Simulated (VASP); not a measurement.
# Ti (Fm-3m) in VASP: single point with PBE0

Aim: the single point of Ti with PBE0.

All numbers are computed with VASP 6.6.1; they aren't measurements. Logs are shortened: lines on timing, memory, paths and dates and some standing lists are left out, and cuts for length are marked.

## (1) The cell of the first run

Symmetry: Fm-3m, No. 225, cubic system. The conventional cell has a = 4.099 Å, b = 4.099 Å, c = 4.099 Å, α = 90.00°, β = 90.00°, γ = 90.00°. Within 3.8 Å of Ti (site symmetry m-3m) lie 12 Ti at 2.90 Å.

## (2) Single point, PBE0

File POSCAR:

```
Ti
1.0
    0.0000000000      2.0495017738      2.0495017738
    2.0495017738      0.0000000000      2.0495017738
    2.0495017738      2.0495017738      0.0000000000
Ti
1
Direct
    0.0000000000      0.0000000000      0.0000000000
```

File INCAR.step1:

```
SYSTEM = Ti
PREC = Accurate
ENCUT = 520
EDIFF = 1E-5
ISMEAR = -1
SIGMA = 0.05
LREAL = .False.
LASPH = .True.
NELM = 60
ALGO = Normal
ISIF = 2
LWAVE = .True.
LCHARG = .False.
NBANDS = 12
GGA = PE
```

File INCAR.step2:

```
SYSTEM = Ti
PREC = Accurate
ENCUT = 520
EDIFF = 1E-6
ISMEAR = -1
SIGMA = 0.05
LREAL = .False.
LASPH = .True.
NELM = 60
ALGO = Normal
ISIF = 2
LWAVE = .False.
LCHARG = .False.
GGA = PE
LHFCALC = .True.
AEXX = 0.25
PRECFOCK = Normal
NBANDS = 12
ISTART = 1
```

File KPOINTS:

```
Automatic mesh
0
Gamma
  6 6 6
  0 0 0
```

Potentials or basis: VASP PAW PBE potentials, release 64 (Ti_sv).

Run with:

```
$ cat potpaw_PBE.64/Ti_sv/POTCAR > POTCAR
$ cp INCAR.step1 INCAR
$ mpirun -np 1 vasp_std > vasp.out
$ cp INCAR.step2 INCAR
$ mpirun -np 1 vasp_std > vasp.out
```

OUTCAR:

```text
SYSTEM = Ti
   PREC = Accurate
   ENCUT = 520
   EDIFF = 1E-6
   ISMEAR = -1
   LREAL = .False.
   LASPH = .True.
   NELM = 60
   ISIF = 2
   GGA = PE
   LHFCALC = .True.
   AEXX = 0.25
   PRECFOCK = Normal
   ISTART = 1

 ion  position               nearest neighbor table
   1  0.000  0.000  0.000-

  LATTYP: Found a face centered cubic cell.
 ALAT       =     4.0990035476

  Lattice vectors:

 A1 = (   0.0000000000,   2.0495017738,   2.0495017738)
 A2 = (   2.0495017738,   0.0000000000,   2.0495017738)
 A3 = (   2.0495017738,   2.0495017738,   0.0000000000)

Analysis of symmetry for initial positions (statically):
=====================================================================
 Subroutine PRICEL returns:
 Original cell was already a primitive cell.

 Routine SETGRP: Setting up the symmetry group for a
 face centered cubic supercell.

 Subroutine GETGRP returns: Found 48 space group operations
 (whereof 48 operations were pure point group operations)
 out of a pool of 48 trial point group operations.

The static configuration has the point symmetry O_h .

Analysis of symmetry for dynamics (positions and initial velocities):
=====================================================================
 Subroutine PRICEL returns:
 Original cell was already a primitive cell.

 Routine SETGRP: Setting up the symmetry group for a
 face centered cubic supercell.

 Subroutine GETGRP returns: Found 48 space group operations
 (whereof 48 operations were pure point group operations)
 out of a pool of 48 trial point group operations.

The dynamic configuration has the point symmetry O_h .

 Subroutine INISYM returns: Found 48 space group operations
 (whereof 48 operations are pure point group operations),
 and found     1 'primitive' translations

----------------------------------------------------------------------------------------

                                     Primitive cell

  volume of cell :      17.2177

  direct lattice vectors                    reciprocal lattice vectors
     0.000000000  2.049501774  2.049501774    -0.243961731  0.243961731  0.243961731
     2.049501774  0.000000000  2.049501774     0.243961731 -0.243961731  0.243961731
     2.049501774  2.049501774  0.000000000     0.243961731  0.243961731 -0.243961731

  length of vectors
     2.898433205  2.898433205  2.898433205     0.422554113  0.422554113  0.422554113

  position of ions in fractional coordinates (direct lattice)
     0.000000000  0.000000000  0.000000000

  ion indices of the primitive-cell ions
   primitive index   ion index
                 1           1

----------------------------------------------------------------------------------------

 KPOINTS: Automatic mesh

Automatic generation of k-mesh.
 Grid dimensions read from file:
 generate k-points for:    6    6    6

 Generating k-lattice:

  Cartesian coordinates                     Fractional coordinates (reciprocal lattice)
    -0.040660288  0.040660288  0.040660288     0.166666667  0.000000000  0.000000000
     0.040660288 -0.040660288  0.040660288     0.000000000  0.166666667  0.000000000
     0.040660288  0.040660288 -0.040660288     0.000000000  0.000000000  0.166666667

  Length of vectors
     0.070425685  0.070425685  0.070425685

  Shift w.r.t. Gamma in fractional coordinates (k-lattice)
     0.000000000  0.000000000  0.000000000

 Subroutine IBZKPT returns following result:
 ===========================================

 Found     16 irreducible k-points:

 Following reciprocal coordinates:
            Coordinates               Weight
  0.000000  0.000000  0.000000      1.000000
  0.166667  0.000000  0.000000      8.000000
  0.333333  0.000000  0.000000      8.000000
  0.500000  0.000000  0.000000      4.000000
  0.166667  0.166667  0.000000      6.000000
  0.333333  0.166667  0.000000     24.000000
[... 8 lines left out ...]
 -0.333333  0.333333  0.166667     24.000000
 -0.333333  0.500000  0.166667     12.000000
   k-points           NKPTS =     16   k-points in BZ     NKDIM =    216   number of bands    NBANDS=     12
   number of dos      NEDOS =    301   number of ions     NIONS =      1
   total plane-waves  NPLWV =  13824
   dimension x,y,z NGX =    24 NGY =   24 NGZ =   24
   dimension x,y,z NGXF=    48 NGYF=   48 NGZF=   48
   ions per type =               1
   NGX,Y,Z   is equivalent  to a cutoff of  13.77, 13.77, 13.77 a.u.
   NGXF,Y,Z  is equivalent  to a cutoff of  27.53, 27.53, 27.53 a.u.
 SYSTEM =  Ti
   PREC   = accura    normal or accurate (medium, high low for compatibility)
   ISTART =      1    job   : 0-new  1-cont  2-samecut
   ICHARG =      0    charge: 1-file 2-atom 10-const
   ISPIN  =      1    spin polarized calculation?
   LNONCOLLINEAR =      F non collinear calculations
   LSORBIT =      F    spin-orbit coupling
   LASPH  =      T    aspherical Exc in radial PAW
   ENCUT  =  520.0 eV  38.22 Ry    6.18 a.u.   5.39  5.39  5.39*2*pi/ulx,y,z
   NELM   =     60;   NELMIN=  2; NELMDL=  0     # of ELM steps
   EDIFF  = 0.1E-05   stopping-criterion for ELM
   LREAL  =      F    real-space projection
   EDIFFG = 0.1E-04   stopping-criterion for IOM
   NSW    =      0    number of steps for IOM
   IBRION =     -1    ionic relax: 0-MD 1-quasi-New 2-CG
   NFREE  =      0    steps in history (QN), initial steepest desc. (CG)
   ISIF   =      2    stress and relaxation
   ISYM   =      3    0-nonsym 1-usesym 2-fastsym
   POTIM  = 0.5000    time-step for ionic-motion
   TEBEG  =    0.0;   TEEND  =   0.0 temperature during run
   PSTRESS=    0.0 pullay stress
   NELECT =      12.0000    total number of electrons
   NUPDOWN=      -1.0000    fix difference up-down
   EMIN   =  10.00;   EMAX   =-10.00  energy-range for DOS
   EFERMI =   0.00;   METHOD = LEGACY
   ISMEAR =    -1;   SIGMA  =   0.05  broadening in eV -4-tet -1-fermi 0-gaus
   EFERMI_NEDOS =   21; number of points for ismear=-14 and -15
   IALGO  =     38    algorithm
   IMIX   =      1    mixing-type and parameters
     AMIX     =   0.40;   BMIX     =  1.00
     AMIX_MAG =   1.60;   BMIX_MAG =  1.00
  volume/ion in A,a.u.               =      17.22       116.19
  Fermi-wavevector in a.u.,A,eV,Ry     =   1.451477  2.742895 28.664573  2.106787
  Thomas-Fermi vector in A             =   2.568970
   LORBIT       =      0    0 simple, 1 ext, 2 COOP (PROOUT), +10 PAW based schemes
   GGA     = PE    functional components
   LHFCALC =     T    Hartree Fock is set to
   PRECFOCK=normal    Normal, Fast or Accurate (Low or Medium for compatibility)
   ENCUT4O =  -1.0   cutoff for four orbital integrals eV
   NKREDX  =     1    reduce k-point grid by
   NKREDY  =     1    reduce k-point grid by
   NKREDZ  =     1    reduce k-point grid by
   AEXX    =    0.2500 exact exchange contribution
   HFSCREEN=    0.0000 screening length (either q_TF or 0.3 A-1)
   HFSCREENC=   0.0000 screening length for correlation (either q_TF or 0.3 A-1)
   ENCUTFOCK=  -1.0 apply spherical cutoff to Coloumb kernel
   IVDW    =     0    specifies the selected vdW correction
   LEPSILON=     F    determine dielectric tensor
   LRPA    =     F    only Hartree local field effects (RPA)
 non-spin polarized calculation
  energy-cutoff  :      520.00
  volume of cell :       17.22
 maximum number of plane-waves:       483
 NGX is ok and might be reduce to    24
  NGX = 18; NGY = 18; NGZ = 18

 number of electron      12.0000003 magnetization

 Free energy of the ion-electron system (eV)
  ---------------------------------------------------
  ext. energy  EPLUGINS =         0.00000000
  ---------------------------------------------------
  free energy    TOTEN  =       -10.42022671 eV

  energy without entropy =      -10.41427078  energy(sigma->0) =      -10.41724874

 E-fermi :   8.1316     XC(G=0):  -9.1063

 val. band max:        8.0631310110   @ k =  -0.3333   0.3333   0.1667
 cond. band min:       8.6932085889   @ k =  -0.3333   0.3333   0.0000
 fundamental gap:      0.6300775779
 Fermi energy:         8.1316222868

 k-point     1 :       0.0000    0.0000    0.0000
  band No.  band energies     occupation
      1     -53.7332      2.00000
      2     -27.8895      2.00000
      3     -27.8895      2.00000
      4     -27.8895      2.00000
      5       0.4928      2.00000
      6      10.0990      0.00000
      7      10.0990      0.00000
      8      10.0990      0.00000
      9      12.2764      0.00000
     10      12.2764      0.00000
     11      24.7693      0.00000
     12      29.5421      0.00000

 k-point     2 :       0.1667    0.0000    0.0000
  band No.  band energies     occupation
      1     -53.6996      2.00000
      2     -28.0820      2.00000
      3     -27.9115      2.00000
      4     -27.9115      2.00000
      5       1.4826      2.00000
      6       9.2927      0.00000
      7      10.3642      0.00000
      8      10.3642      0.00000
      9      12.1105      0.00000
     10      12.1105      0.00000
     11      24.8490      0.00000
     12      26.0485      0.00000

 k-point     3 :       0.3333    0.0000    0.0000
  band No.  band energies     occupation
      1     -53.6317      2.00000
      2     -28.4572      2.00000
      3     -27.9539      2.00000
      4     -27.9539      2.00000
      5       3.7140      2.00000
      6       7.7566      1.99890
      7      10.3408      0.00000
      8      10.3408      0.00000
      9      12.5923      0.00000
     10      12.5923      0.00000
     11      20.4352      0.00000
     12      24.9684      0.00000
[... 166 lines left out ...]
 k-point    15 :      -0.3333    0.3333    0.1667
  band No.  band energies     occupation
      1     -53.5648      2.00000
      2     -28.4580      2.00000
      3     -28.2659      2.00000
      4     -28.0768      2.00000
      5       6.5247      2.00000
      6       6.6429      2.00000
      7       8.0631      1.59470
      8      11.5002      0.00000
      9      12.9960      0.00000
     10      16.2758      0.00000
     11      17.6222      0.00000
     12      22.2330      0.00000

 k-point    16 :      -0.3333    0.5000    0.1667
  band No.  band energies     occupation
      1     -53.5540      2.00000
      2     -28.4701      2.00000
      3     -28.2472      2.00000
      4     -28.1439      2.00000
      5       5.7769      2.00000
      6       6.4539      2.00000
      7       9.2794      0.00000
      8      12.1697      0.00000
      9      13.4369      0.00000
     10      16.2408      0.00000
     11      19.5872      0.00000
     12      20.2317      0.00000

------------------------ aborting loop because EDIFF is reached ----------------------------------------

  FORCE on cell =-STRESS in cart. coord.  units (eV):
  Direction    XX          YY          ZZ          XY          YZ          ZX
  --------------------------------------------------------------------------------------
  -------------------------------------------------------------------------------------
  Total       -0.0774547     -0.0774547     -0.0774547      0.0000000      0.0000000      0.0000000
  in kB       -7.2074789     -7.2074789     -7.2074789      0.0000000      0.0000000      0.0000000
  external PRESSURE =      -7.2074789 kB  Pullay stress =       0.0000000 kB

 VOLUME and BASIS-vectors are now :
 -----------------------------------------------------------------------------
  energy-cutoff  :      520.00
  volume of cell :       17.22
      direct lattice vectors                 reciprocal lattice vectors
     0.000000000  2.049501774  2.049501774    -0.243961731  0.243961731  0.243961731
     2.049501774  0.000000000  2.049501774     0.243961731 -0.243961731  0.243961731
     2.049501774  2.049501774  0.000000000     0.243961731  0.243961731 -0.243961731

 POSITION                                       TOTAL-FORCE (eV/Angst)
 -----------------------------------------------------------------------------------
      0.00000      0.00000      0.00000        -0.000000     -0.000000      0.000000
 -----------------------------------------------------------------------------------
    total drift:                                0.000000      0.000000      0.000000

  FREE ENERGIE OF THE ION-ELECTRON SYSTEM (eV)
  ---------------------------------------------------
  free  energy   TOTEN  =       -10.4202267053 eV

  energy  without entropy=      -10.4142707751  energy(sigma->0) =      -10.41724874
```

Run time: 9.1 min. Hardware: 1 thread of Intel Xeon Platinum 8488C (Sapphire Rapids), shared host; peak memory 0.15 GiB.

What came out:

- Free energy: -10.4202 eV
- Pressure: -0.7 GPa
- Band gap on the k mesh: zero (band 6 reaches 10.10 eV, above the bottom of band 7 at 8.06 eV)

Levels at points of the mesh, in eV from the Fermi level:
```tsv
k point	band 4	band 5	band 6	band 7	band 8	band 9
(0.00, 0.00, 0.00)	-36.02	-7.64	1.97	1.97	1.97	4.14
(0.50, 0.00, 0.00)	-36.11	-3.46	0.63	1.99	1.99	5.06
(0.50, 0.50, 0.00)	-36.26	-3.22	-2.45	3.56	5.29	5.31
```

Caveat: the k points lie up to 0.44 Å⁻¹ apart; the PAW data sets were made with another functional, which shifts forces and pressure a little.
